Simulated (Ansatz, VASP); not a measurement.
Given: the input of a run of VASP 6.6.1 on Ni.

INCAR

```
SYSTEM = Ni
ALGO     = Fast           ! electronic algorithm
EDIFF    = 1E-6           ! SCF threshold, eV
ENCUT    = 520            ! plane-wave cutoff, eV
GGA      = CA             ! functional
ISIF     = 2              ! what is computed and relaxed
ISMEAR   = -1             ! smearing method
ISPIN    = 2              ! spin polarisation
LASPH    = .True.         ! aspherical terms in the spheres
LCHARG   = .False.        ! write CHGCAR
LMAXMIX  = 4              ! l up to which the mixer works
LORBIT   = 11             ! projections on sites
LREAL    = .False.        ! projectors in reciprocal space
LWAVE    = .False.        ! write WAVECAR
MAGMOM   = 1 1            ! initial moments
NBANDS   = 21             ! bands
NELM     = 150            ! most SCF steps
PREC     = Accurate       ! precision mode
SIGMA    = 0.05           ! smearing width, eV
```

Contents of KPOINTS:

```
k-points
0
Gamma
  12 12 7
  0 0 0
```

The input POSCAR:

```
Ni
1.0
    2.4149374515      0.0000000000      0.0000000000
   -1.2074687258      2.0913971816      0.0000000000
    0.0000000000      0.0000000000      4.0177628822
Ni
2
Direct
    0.6666666667      0.3333333333      0.7500000000
    0.3333333333      0.6666666667      0.2500000000
```

Potentials or basis: VASP PAW LDA potentials, release 64 (Ni).

Launch:

```bash
$ cat potpaw_LDA.64/Ni/POTCAR > POTCAR
$ mpirun -np 1 vasp_std > vasp.out
```

Translate it to Ansatz 0.2.0. Potentials there: all-electron LAPW, scalar-relativistic.

As run (the cutoff follows the program's own potentials):

The input input.yaml:

```yaml
crystal:
  lattice:
    - [2.4149374515, 0.0, 0.0]
    - [-1.2074687258, 2.0913971816, 0.0]
    - [0.0, 0.0, 4.0177628822]
  atoms:
    - { symbol: Ni, position: [0.6666666667, 0.3333333333, 0.75], spin: 1.0 }
    - { symbol: Ni, position: [0.3333333333, 0.6666666667, 0.25], spin: 1.0 }
kpoints:
  mp_grid: { grid: [12, 12, 7] }
scf:
  occupations: { method: fermi_dirac, width: 0.05 }
hamiltonian:
  xc: lda
  pseudopotentials: { kind: all_electron, lapw: { basis_error: 0.001 } }
magnetization:
  spin_polarized: true
output:
  forces: true
  stress: true
  eigenvalues: true
```

Potentials or basis: all-electron LAPW, scalar-relativistic.

Launch:

```bash
$ ansatz run input.yaml --threads 2 --pin off --max-ram 6144MiB --backend cpu --events-out ev --progress --plain --runs-dir out
```

Both were run:

|  | VASP | Ansatz | Ansatz less VASP |
| --- | --- | --- | --- |
| gap on the k mesh at the Fermi level (eV) | none | none | - |
| pressure (GPa) | -2.2 | -2.1 | +0.10 |
| traceless stress, the component that is largest in VASP (GPa) | -2.34 | -2.61 | -0.271 |
| net moment per atom (μB) | 0.56 | 0.60 | +0.037 |
| size of the moment on the site where the two differ most (μB) | 0.56 | 0.61 | +0.055 |

LDA's correlation is that of Perdew and Zunger in VASP and of Perdew and Wang (1992) in Ansatz. Site moments also hang on the region over which each program counts them. A gap of «none» marks a metal or a gap that the smearing closes. Ansatz ran all-electron here, and VASP with PAW potentials.
